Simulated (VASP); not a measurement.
Input of a VASP 6.6.1 run:

Contents of POSCAR:

```
CsH
1.0
    0.0000000000      2.7059480669      2.7059480669
    2.7059480669      0.0000000000      2.7059480669
    2.7059480669      2.7059480669      0.0000000000
Cs H
1 1
Direct
    0.0000000000      0.0000000000      0.0000000000
    0.5000000000      0.5000000000      0.5000000000
```

The input INCAR.step1:

```
SYSTEM = CsH
PREC = Accurate ; ENCUT = 520
ISMEAR = 0 ; SIGMA = 0.02
LREAL = .False. ; LASPH = .True.
NELM = 80 ; NBANDS = 12
GGA = PE ; ALGO = Normal
EDIFF = 1E-4 ; LWAVE = .True.
LCHARG = .False.
```

Contents of INCAR.step2:

```
SYSTEM = CsH
PREC = Accurate ; ENCUT = 520
EDIFF = 1E-7 ; ISMEAR = 0
SIGMA = 0.02 ; LREAL = .False.
LASPH = .True. ; NELM = 80
ALGO = Normal ; ISIF = 2
LWAVE = .False. ; LCHARG = .False.
METAGGA = R2SCAN ; LMIXTAU = .True.
NBANDS = 12 ; ISTART = 1
```

Contents of KPOINTS:

```
regular mesh
0
Gamma
  8 8 8
  0 0 0
```

Potentials or basis: VASP PAW PBE potentials, release 64 (Cs_sv, H).

Launch:

```sh
$ cat potpaw_PBE.64/Cs_sv/POTCAR potpaw_PBE.64/H/POTCAR > POTCAR
$ cp INCAR.step1 INCAR
$ mpirun -np 1 vasp_std > vasp.out
$ cp INCAR.step2 INCAR
$ mpirun -np 1 vasp_std > vasp.out
```

Q: What does it give for the band gap on the k mesh?

A: 1.70 eV.

Q: Predict the pressure.

A: 12.6 GPa.

Caveat: the cell stands under pressure; the PAW data sets were made with another functional, which shifts forces and pressure a little; spin-orbit coupling is left out, which moves the levels of the heavy elements. A k mesh can miss the band edges.
